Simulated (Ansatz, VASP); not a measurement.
# SbW: VASP beside Ansatz

INCAR

```
SYSTEM = SbW
  PREC = Accurate
  ENCUT = 520
  EDIFF = 1E-6
  ISMEAR = -1
  SIGMA = 0.08
  LREAL = .False.
  LASPH = .True.
  NELM = 100
  ALGO = Normal
  ISIF = 2
  LWAVE = .False.
  LCHARG = .True.
  GGA = PE
  LELF = .True.
  LVHAR = .True.
  NBANDS = 16
```

File KPOINTS:

```
regular mesh
0
Gamma
  12 12 12
  0 0 0
```

File POSCAR:

```
SbW
1.0
    3.0384822497      0.0000000000      0.0000000000
    0.0000000000      3.0384822497      0.0000000000
    0.0000000000      0.0000000000      3.0384822497
W Sb
1 1
Direct
    0.0000000000      0.0000000000      0.0000000000
    0.5000000000      0.5000000000      0.5000000000
```

Input for Ansatz:

```yaml
crystal:
  lattice:
    - [3.0384822497, 0.0, 0.0]
    - [0.0, 3.0384822497, 0.0]
    - [0.0, 0.0, 3.0384822497]
  atoms:
    - { symbol: W, position: [0.0, 0.0, 0.0] }
    - { symbol: Sb, position: [0.5, 0.5, 0.5] }
kpoints:
  mp_grid: { grid: [12, 12, 12] }
scf:
  occupations: { method: fermi_dirac, width: 0.08 }
hamiltonian:
  xc: pbe
  pseudopotentials: { kind: all_electron, lapw: { basis_error: 0.001 } }
output:
  forces: true
  stress: true
  eigenvalues: true
  populations: true
```

Change from the starting cell: volume scaled by 0.76, LAPW.

Alike in both runs: task single point; functional PBE; k mesh 12 × 12 × 12; occupations fermi-dirac, width 0.08 eV; no spin polarisation.

|  | VASP | Ansatz |
| --- | --- | --- |
| version | VASP 6.6.1 | Ansatz 0.2.0 |
| potentials or method | VASP PAW PBE potentials, release 64 (W_sv, Sb), cutoff 520 eV | all-electron LAPW, scalar-relativistic |

|  | VASP | Ansatz | Ansatz less VASP |
| --- | --- | --- | --- |
| pressure (GPa) | 92.4 | 91.5 | -0.90 |

Both programs put the cell under a high pressure, so it lies far from rest at this level. Ansatz ran all-electron here, and VASP with PAW potentials.

Spin-orbit coupling is off throughout. Noted on VASP's run: the cell as given lies far from equilibrium.
